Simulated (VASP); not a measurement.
# Bi2Te3 (R3m) in VASP: notebook

Bi2Te3 is run at these levels: PBEsol; tasks: single point.

All numbers are computed with VASP 6.6.1; they aren't measurements. Logs are shortened: lines on timing, memory, paths and dates and some standing lists are left out, and cuts for length are marked.

## (1) The cell of the first run

The structure is trigonal, space group R3m (No. 160). The conventional cell has a = 4.417 Å, b = 4.417 Å, c = 29.840 Å, α = 90.00°, β = 90.00°, γ = 120.00°. Bi (site symmetry 3m) has 3 Te at 3.03 Å and 3 Bi at 3.43 Å within 4.0 Å. Within 4.3 Å of Bi (site symmetry 3m) lie 3 Te at 3.27 Å and 3 Bi at 3.43 Å. Te (site symmetry 3m) has 6 Te at 3.04 to 3.45 Å within 4.0 Å. Te (site symmetry 3m) has 3 Bi at 3.03 Å and 3 Te at 3.45 Å within 4.0 Å. Te (site symmetry 3m) has 3 Te at 3.04 Å and 3 Bi at 3.27 Å within 4.0 Å.

## (2) Single point, PBEsol

File INCAR:

```
PREC = Accurate
ENCUT = 520
EDIFF = 1E-6
ISMEAR = 0
SIGMA = 0.1
LREAL = False
LASPH = True
NELM = 100
ALGO = Normal
ISIF = 2
LWAVE = False
LCHARG = True
GGA = PS
LELF = True
LVHAR = True
NBANDS = 32
```

File KPOINTS:

```
Automatic mesh
0
Gamma
  1 1 1
```

File POSCAR:

```
Bi2Te3
1.0
    2.2085012539      1.2750787934      9.9466700000
   -2.2085012539      1.2750787934      9.9466700000
    0.0000000000     -2.5501575869      9.9466700000
Bi Te
2 3
Direct
    0.8120000000      0.8120000000      0.8120000000
    0.4020000000      0.4020000000      0.4020000000
    0.6110000000      0.6110000000      0.6110000000
    0.2000000000      0.2000000000      0.2000000000
    0.0000000000      0.0000000000      0.0000000000
```

Potentials or basis: VASP PAW PBE potentials, release 64 (Bi_d, Te).

Run with:

```
> cat potpaw_PBE.64/Bi_d/POTCAR potpaw_PBE.64/Te/POTCAR > POTCAR
> mpirun -np 1 vasp_gam > vasp.out
```

OUTCAR:

```text
PREC = Accurate
   ENCUT = 520
   EDIFF = 1E-6
   ISMEAR = 0
   LREAL = False
   LASPH = True
   NELM = 100
   ISIF = 2
   GGA = PS

 ion  position               nearest neighbor table
   1  0.812  0.812  0.812-   4 3.03   4 3.03   4 3.03   2 3.43   2 3.43   2 3.43
   2  0.402  0.402  0.402-   5 3.27   5 3.27   5 3.27   1 3.43   1 3.43   1 3.43
   3  0.611  0.611  0.611-   5 3.04   5 3.04   5 3.04   4 3.45   4 3.45   4 3.45
   4  0.200  0.200  0.200-   1 3.03   1 3.03   1 3.03   3 3.45   3 3.45   3 3.45
   5  0.000  0.000  0.000-   3 3.04   3 3.04   3 3.04   2 3.27   2 3.27   2 3.27

  LATTYP: Found a trigonal (rhomboedric) cell.
 ALAT       =    10.2683761037
 COS(alpha) =     0.9074829532

  Lattice vectors:

 A1 = (   2.2085012539,   1.2750787934,   9.9466700000)
 A2 = (  -2.2085012539,   1.2750787934,   9.9466700000)
 A3 = (   0.0000000000,  -2.5501575869,   9.9466700000)

Analysis of symmetry for initial positions (statically):
=====================================================================
 Subroutine PRICEL returns:
 Original cell was already a primitive cell.

 Routine SETGRP: Setting up the symmetry group for a
 trigonal (rhombohedral) supercell.

 Subroutine GETGRP returns: Found  6 space group operations
 (whereof  6 operations were pure point group operations)
 out of a pool of 12 trial point group operations.

The static configuration has the point symmetry C_3v.

Analysis of symmetry for dynamics (positions and initial velocities):
=====================================================================
 Subroutine PRICEL returns:
 Original cell was already a primitive cell.

 Routine SETGRP: Setting up the symmetry group for a
 trigonal (rhombohedral) supercell.

 Subroutine GETGRP returns: Found  6 space group operations
 (whereof  6 operations were pure point group operations)
 out of a pool of 12 trial point group operations.

The dynamic configuration has the point symmetry C_3v.

 Subroutine INISYM returns: Found  6 space group operations
 (whereof  6 operations are pure point group operations),
 and found     1 'primitive' translations

----------------------------------------------------------------------------------------

                                     Primitive cell

  volume of cell :     168.0597

  direct lattice vectors                    reciprocal lattice vectors
     2.208501254  1.275078793  9.946670000     0.226397879  0.130710876  0.033512053
    -2.208501254  1.275078793  9.946670000    -0.226397879  0.130710876  0.033512053
     0.000000000 -2.550157587  9.946670000     0.000000000 -0.261421753  0.033512053

  length of vectors
    10.268376104 10.268376104 10.268376104     0.263560981  0.263560981  0.263560981

  position of ions in fractional coordinates (direct lattice)
     0.812000000  0.812000000  0.812000000
     0.402000000  0.402000000  0.402000000
     0.611000000  0.611000000  0.611000000
     0.200000000  0.200000000  0.200000000
     0.000000000  0.000000000  0.000000000

  ion indices of the primitive-cell ions
   primitive index   ion index
                 1           1
                 2           2
                 3           3
                 4           4
                 5           5

----------------------------------------------------------------------------------------

 KPOINTS: Automatic mesh

Automatic generation of k-mesh.
 Grid dimensions read from file:
 generate k-points for:    1    1    1

 Generating k-lattice:

  Cartesian coordinates                     Fractional coordinates (reciprocal lattice)
     0.226397879  0.130710876  0.033512053     1.000000000 -0.000000000  0.000000000
    -0.226397879  0.130710876  0.033512053    -0.000000000  1.000000000  0.000000000
     0.000000000 -0.261421753  0.033512053     0.000000000  0.000000000  1.000000000

  Length of vectors
     0.263560981  0.263560981  0.263560981

  Shift w.r.t. Gamma in fractional coordinates (k-lattice)
     0.000000000  0.000000000  0.000000000

 Subroutine IBZKPT returns following result:
 ===========================================

 Found      1 irreducible k-points:

 Following reciprocal coordinates:
            Coordinates               Weight
  0.000000  0.000000  0.000000      1.000000
   k-points           NKPTS =      1   k-points in BZ     NKDIM =      1   number of bands    NBANDS=     32
   number of dos      NEDOS =    301   number of ions     NIONS =      5
   total plane-waves  NPLWV = 512000
   dimension x,y,z NGX =    80 NGY =   80 NGZ =   80
   dimension x,y,z NGXF=   160 NGYF=  160 NGZF=  160
   ions per type =               2   3
   NGX,Y,Z   is equivalent  to a cutoff of  12.95, 12.95, 12.95 a.u.
   NGXF,Y,Z  is equivalent  to a cutoff of  25.90, 25.90, 25.90 a.u.
 SYSTEM =  unknown system
   PREC   = accura    normal or accurate (medium, high low for compatibility)
   ISTART =      0    job   : 0-new  1-cont  2-samecut
   ICHARG =      2    charge: 1-file 2-atom 10-const
   ISPIN  =      1    spin polarized calculation?
   LNONCOLLINEAR =      F non collinear calculations
   LSORBIT =      F    spin-orbit coupling
   LASPH  =      T    aspherical Exc in radial PAW
   ENCUT  =  520.0 eV  38.22 Ry    6.18 a.u.  19.09 19.09 19.09*2*pi/ulx,y,z
   NELM   =    100;   NELMIN=  2; NELMDL= -5     # of ELM steps
   EDIFF  = 0.1E-05   stopping-criterion for ELM
   LREAL  =      F    real-space projection
   EDIFFG = 0.1E-04   stopping-criterion for IOM
   NSW    =      0    number of steps for IOM
   IBRION =     -1    ionic relax: 0-MD 1-quasi-New 2-CG
   NFREE  =      0    steps in history (QN), initial steepest desc. (CG)
   ISIF   =      2    stress and relaxation
   ISYM   =      2    0-nonsym 1-usesym 2-fastsym
   POTIM  = 0.5000    time-step for ionic-motion
   TEBEG  =    0.0;   TEEND  =   0.0 temperature during run
   PSTRESS=    0.0 pullay stress
   NELECT =      48.0000    total number of electrons
   NUPDOWN=      -1.0000    fix difference up-down
   EMIN   =  10.00;   EMAX   =-10.00  energy-range for DOS
   EFERMI =   0.00;   METHOD = LEGACY
   ISMEAR =     0;   SIGMA  =   0.10  broadening in eV -4-tet -1-fermi 0-gaus
   EFERMI_NEDOS =   21; number of points for ismear=-14 and -15
   IALGO  =     38    algorithm
   IMIX   =      4    mixing-type and parameters
     AMIX     =   0.40;   BMIX     =  1.00
     AMIX_MAG =   1.60;   BMIX_MAG =  1.00
  volume/ion in A,a.u.               =      33.61       226.82
  Fermi-wavevector in a.u.,A,eV,Ry     =   1.078121  2.037353 15.814652  1.162344
  Thomas-Fermi vector in A             =   2.214051
   LORBIT       =      0    0 simple, 1 ext, 2 COOP (PROOUT), +10 PAW based schemes
   GGA     = PS    functional components
   LHFCALC =     F    Hartree Fock is set to
   AEXX    =    0.0000 exact exchange contribution
   IVDW    =     0    specifies the selected vdW correction
   LEPSILON=     F    determine dielectric tensor
   LRPA    =     F    only Hartree local field effects (RPA)
 non-spin polarized calculation
 Gauss-broadening in eV      SIGMA  =   0.10
  energy-cutoff  :      520.00
  volume of cell :      168.06
 maximum number of plane-waves:      2251
 NGX is ok and might be reduce to    80
   NGX = 39   NGY = 39   NGZ = 39

 number of electron      48.0000000 magnetization

 Free energy of the ion-electron system (eV)
  ---------------------------------------------------
  ext. energy  EPLUGINS =         0.00000000
  ---------------------------------------------------
  free energy    TOTEN  =        -0.53424793 eV

  energy without entropy =       -0.39191352  energy(sigma->0) =       -0.46308073

 E-fermi :   6.4187     XC(G=0):  -9.3321

 val. band max:        6.3305266617   @ k =   0.0000   0.0000   0.0000
 cond. band min:       6.4786076773   @ k =   0.0000   0.0000   0.0000
 fundamental gap:      0.1480810156
 Fermi energy:         6.4186844126

 k-point     1 :       0.0000    0.0000    0.0000
  band No.  band energies     occupation
      1     -16.7348      2.00000
      2     -16.7348      2.00000
      3     -16.5634      2.00000
      4     -16.5634      2.00000
      5     -16.5150      2.00000
      6     -15.9915      2.00000
[... 24 lines left out ...]
     31      11.0344      0.00000
     32      11.2810      0.00000

------------------------ aborting loop because EDIFF is reached ----------------------------------------

  FORCE on cell =-STRESS in cart. coord.  units (eV):
  Direction    XX          YY          ZZ          XY          YZ          ZX
  --------------------------------------------------------------------------------------
  -------------------------------------------------------------------------------------
  Total       41.7208686     41.7208686     -3.8248737      0.0000000      0.0000000     -0.0000000
  in kB      397.7409352    397.7409352    -36.4639785      0.0000000      0.0000000     -0.0000000
  external PRESSURE =     253.0059640 kB  Pullay stress =       0.0000000 kB

 VOLUME and BASIS-vectors are now :
 -----------------------------------------------------------------------------
  energy-cutoff  :      520.00
  volume of cell :      168.06
      direct lattice vectors                 reciprocal lattice vectors
     2.208501254  1.275078793  9.946670000     0.226397879  0.130710876  0.033512053
    -2.208501254  1.275078793  9.946670000    -0.226397879  0.130710876  0.033512053
     0.000000000 -2.550157587  9.946670000     0.000000000 -0.261421753  0.033512053

 POSITION                                       TOTAL-FORCE (eV/Angst)
 -----------------------------------------------------------------------------------
      0.00000     -0.00000     24.23009         0.000000     -0.000000      3.215478
      0.00000     -0.00000     11.99568         0.000000      0.000000     -3.003019
      0.00000     -0.00000     18.23225         0.000000     -0.000000      2.144022
      0.00000     -0.00000      5.96800         0.000000      0.000000     -2.222657
      0.00000      0.00000      0.00000         0.000000      0.000000     -0.133824
 -----------------------------------------------------------------------------------
    total drift:                               -0.000000     -0.000000      0.000935

  FREE ENERGIE OF THE ION-ELECTRON SYSTEM (eV)
  ---------------------------------------------------
  free  energy   TOTEN  =        -0.5342479331 eV

  energy  without entropy=       -0.3919135225  energy(sigma->0) =       -0.46308073
```

Wall time 2.2 min (1 thread of AMD EPYC 7R43 (Zen 3), shared host); peak memory 0.79 GiB.

Results:

```
Free energy            : -0.5342 eV
Pressure               : 25.3 GPa
Largest force          : 3.215 eV/Å
Band gap on the k mesh : 0.15 eV
```

Forces in eV/Å, atoms in the order of the input:
```
Bi   0.000  0.000  3.215
Bi   0.000  0.000 -3.003
Te   0.000  0.000  2.144
Te   0.000  0.000 -2.223
Te   0.000  0.000 -0.134
```

Caveat: the k points lie up to 1.66 Å⁻¹ apart; the PAW data sets were made with another functional, which shifts forces and pressure a little; spin-orbit coupling is left out, which moves the levels of the heavy elements. A k mesh can miss the band edges.

## (3) Single point, PBEsol

File INCAR:

```
SYSTEM = Bi2Te3
PREC = Accurate
ENCUT = 520
EDIFF = 1E-7
ISMEAR = 0
SIGMA = 0.1
LREAL = .False.
LASPH = .True.
NELM = 100
ALGO = Normal
ISIF = 2
LWAVE = .False.
LCHARG = .False.
GGA = PS
NBANDS = 32
```

File KPOINTS:

```
Automatic mesh
0
Gamma
  3 3 3
  0 0 0
```

POSCAR is that of step 2.

Potentials or basis: VASP PAW PBE potentials, release 64 (Bi_d, Te).

Run with:

```
> cat potpaw_PBE.64/Bi_d/POTCAR potpaw_PBE.64/Te/POTCAR > POTCAR
> mpirun -np 1 vasp_std > vasp.out
```

OUTCAR:

```text
SYSTEM = Bi2Te3
   PREC = Accurate
   ENCUT = 520
   EDIFF = 1E-7
   ISMEAR = 0
   LREAL = .False.
   LASPH = .True.
   NELM = 100
   ISIF = 2
   GGA = PS

 ion  position               nearest neighbor table
   1  0.812  0.812  0.812-   4 3.03   4 3.03   4 3.03   2 3.43   2 3.43   2 3.43
   2  0.402  0.402  0.402-   5 3.27   5 3.27   5 3.27   1 3.43   1 3.43   1 3.43
   3  0.611  0.611  0.611-   5 3.04   5 3.04   5 3.04   4 3.45   4 3.45   4 3.45
   4  0.200  0.200  0.200-   1 3.03   1 3.03   1 3.03   3 3.45   3 3.45   3 3.45
   5  0.000  0.000  0.000-   3 3.04   3 3.04   3 3.04   2 3.27   2 3.27   2 3.27
[... 395 lines left out ...]
  -------------------------------------------------------------------------------------
  Total       -0.6139174     -0.6139174     -1.6548777      0.0000000      0.0000000     -0.0000000
  in kB       -5.8527081     -5.8527081    -15.7765800      0.0000000      0.0000000     -0.0000000
  external PRESSURE =      -9.1606654 kB  Pullay stress =       0.0000000 kB

 VOLUME and BASIS-vectors are now :
 -----------------------------------------------------------------------------
  energy-cutoff  :      520.00
  volume of cell :      168.06
      direct lattice vectors                 reciprocal lattice vectors
     2.208501254  1.275078793  9.946670000     0.226397879  0.130710876  0.033512053
    -2.208501254  1.275078793  9.946670000    -0.226397879  0.130710876  0.033512053
     0.000000000 -2.550157587  9.946670000     0.000000000 -0.261421753  0.033512053

 POSITION                                       TOTAL-FORCE (eV/Angst)
 -----------------------------------------------------------------------------------
      0.00000     -0.00000     24.23009         0.000000      0.000000     -0.643416
      0.00000     -0.00000     11.99568         0.000000      0.000000     -0.630209
      0.00000     -0.00000     18.23225         0.000000      0.000000     -0.761843
      0.00000     -0.00000      5.96800         0.000000     -0.000000      0.722310
      0.00000      0.00000      0.00000         0.000000     -0.000000      1.313159
 -----------------------------------------------------------------------------------
    total drift:                               -0.000000     -0.000000      0.000602

  FREE ENERGIE OF THE ION-ELECTRON SYSTEM (eV)
  ---------------------------------------------------
  free  energy   TOTEN  =       -18.9817823910 eV

  energy  without entropy=      -18.9738900238  energy(sigma->0) =      -18.97783621
```

OSZICAR:

```text
N       E                     dE             d eps       ncg     rms          rms(c)
DAV:   1     0.432776935690E+03    0.43278E+03   -0.21633E+04   384   0.146E+03
DAV:   2     0.251432344014E+02   -0.40763E+03   -0.39385E+03   392   0.383E+02
DAV:   3    -0.173327832892E+02   -0.42476E+02   -0.40863E+02   512   0.135E+02
DAV:   4    -0.189979263667E+02   -0.16651E+01   -0.16594E+01   440   0.287E+01
DAV:   5    -0.190560830850E+02   -0.58157E-01   -0.58153E-01   592   0.535E+00    0.132E+01
DAV:   6    -0.189853675682E+02    0.70716E-01   -0.78535E-02   456   0.580E+00    0.832E+00
DAV:   7    -0.189843261977E+02    0.10414E-02   -0.88950E-02   456   0.203E+00    0.517E-01
DAV:   8    -0.189819306940E+02    0.23955E-02   -0.97102E-03   448   0.846E-01    0.382E-01
DAV:   9    -0.189818338695E+02    0.96825E-04   -0.20916E-03   440   0.304E-01    0.182E-01
DAV:  10    -0.189817826237E+02    0.51246E-04   -0.30606E-04   488   0.155E-01    0.677E-02
DAV:  11    -0.189817841979E+02   -0.15741E-05   -0.58355E-05   504   0.436E-02    0.215E-02
DAV:  12    -0.189817832772E+02    0.92064E-06   -0.85781E-06   480   0.194E-02    0.119E-02
DAV:  13    -0.189817825768E+02    0.70046E-06   -0.12657E-06   432   0.882E-03    0.280E-03
DAV:  14    -0.189817823819E+02    0.19485E-06   -0.29994E-07   392   0.255E-03    0.146E-03
DAV:  15    -0.189817823910E+02   -0.90822E-08   -0.34989E-08   240   0.157E-03
   1 F= -.18981782E+02 E0= -.18977836E+02  d E =-.789237E-02
```

It took 4.7 min on 1 thread of AMD EPYC 7R43 (Zen 3), shared host; peak memory 0.8 GiB.

Results:

```yaml
Free_energy: -18.9818 eV
Pressure: -0.9 GPa
Largest_force: 1.313 eV/Å
```

Forces on the atoms (eV/Å):
```
Bi   0.000  0.000 -0.643
Bi   0.000  0.000 -0.630
Te   0.000  0.000 -0.762
Te   0.000  0.000  0.722
Te   0.000  0.000  1.313
```

Caveat: the k points lie up to 0.55 Å⁻¹ apart; the PAW data sets were made with another functional, which shifts forces and pressure a little; spin-orbit coupling is left out, which moves the levels of the heavy elements.

## (4) Single point, PBEsol

File INCAR:

```
PREC     = Accurate       # precision mode
ENCUT    = 520            # plane-wave cutoff, eV
EDIFF    = 1E-7           # SCF threshold, eV
ISMEAR   = 0              # smearing method
SIGMA    = 0.1            # smearing width, eV
LREAL    = F              # projectors in reciprocal space
LASPH    = T              # aspherical terms in the spheres
NELM     = 80             # most SCF steps
ALGO     = Normal         # electronic algorithm
ISIF     = 2              # what is computed and relaxed
LWAVE    = F              # write WAVECAR
LCHARG   = T              # write CHGCAR
GGA      = PS             # functional
LELF     = T              # ELF
LVHAR    = T            
NBANDS   = 32             # bands
```

File KPOINTS:

```
regular mesh
0
Gamma
  6 6 6
```

POSCAR is that of step 3.

Run with:

```
> cat potpaw_PBE.64/Bi_d/POTCAR potpaw_PBE.64/Te/POTCAR > POTCAR
> mpirun -np 1 vasp_std > vasp.out
```

It took 22 min on 1 thread of AMD EPYC 7R43 (Zen 3), shared host; peak memory 0.88 GiB.

The run converged. Its results:

```
Free energy            : -18.9268 eV
Pressure               : -0.8 GPa
Largest force          : 1.208 eV/Å
Band gap on the k mesh : zero (band 24 reaches 6.27 eV, above the bottom of band 25 at 6.15 eV)
```

Forces on the atoms (eV/Å):
```
Bi   0.000  0.000 -0.803
Bi   0.000  0.000 -0.489
Te   0.000  0.000 -0.688
Te   0.000  0.000  0.772
Te   0.000  0.000  1.208
```

Stress tensor (GPa, compression positive):
```
-0.46  0.00  0.00
 0.00 -0.46  0.00
 0.00  0.00 -1.50
```

Levels at points of the mesh, in eV from the Fermi level:
```
           k point  band 20  band 21  band 22  band 23  band 24  band 25  band 26  band 27  band 28  band 29
(0.00, 0.00, 0.00)    -2.07    -2.07    -0.46    -0.41    -0.41    -0.05     0.32     0.32     2.18     2.18
(0.50, 0.00, 0.00)    -3.23    -3.19    -2.17    -0.26    -0.22    -0.11     0.49     2.55     2.70     3.39
(0.50, 0.50, 0.00)    -2.91    -2.25    -1.81    -1.03    -0.45     0.38     1.14     1.80     2.49     2.63
(0.50, 0.50, 0.50)    -2.04    -1.80    -0.86    -0.65    -0.65     0.44     0.90     0.90     1.67     1.67
```

Caveat: the PAW data sets were made with another functional, which shifts forces and pressure a little; spin-orbit coupling is left out, which moves the levels of the heavy elements.

## (5) Summary

| k mesh | gap on the mesh (eV) | pressure (GPa) | largest force (eV/Å) |
| --- | --- | --- | --- |
| 1 × 1 × 1 | 0.15 | 25.3 | 3.22 |
| 3 × 3 × 3 | - | -0.9 | 1.31 |
| 6 × 6 × 6 | none | -0.8 | 1.21 |

Alike in all rows: task single point; level PBEsol; potentials or basis VASP PAW PBE potentials, release 64 (Bi_d, Te); no spin polarisation; cell as given; cutoff (eV) 520; smearing gaussian 0.1 eV.

Caveats: some runs use coarse meshes; the PAW data sets were made with another functional, which shifts forces and pressure a little; spin-orbit coupling is left out, which moves the levels of the heavy elements.

Absolute energies hang on the potentials; compare differences alone.
